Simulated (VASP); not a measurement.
Crystal: MgS (Niningerite).

```xyz
2
Lattice="0.0000 2.6015 2.6015 2.7506 0.0000 2.6015 2.7506 2.6015 0.0000" Properties=species:S:1:pos:R:3 pbc="T T T"
Mg    0.0000    0.0000    0.0000
S     2.7506    2.6015    2.6015
```

This cell differs from its parent crystal: uniaxial x strain +5.7%.

Base run:

- Program: VASP 6.6.1
- Functional: PBE
- Potentials or basis: VASP PAW PBE potentials, release 64 (Mg, S)
- Cutoff: 520 eV
- k mesh: 8 × 8 × 8
- Occupations: fermi-dirac, width 0.02 eV
- Spin: no spin polarisation

Its results: band gap on the k mesh 2.45 eV, indirect (least direct gap 3.15 eV); pressure -2.6 GPa.

**Question.** The run is repeated on the same cell with these changes: functional from PBE to r2SCAN; occupations from fermi-dirac, width 0.02 eV to gaussian, width 0.01 eV. What comes out?

**Answer.** Band gap on the k mesh 3.11 eV, indirect (least direct gap 4.03 eV); pressure -4.0 GPa.

Caveats: the PAW data sets were made with another functional, which shifts forces and pressure a little (some runs).

A k mesh can miss the band edges.
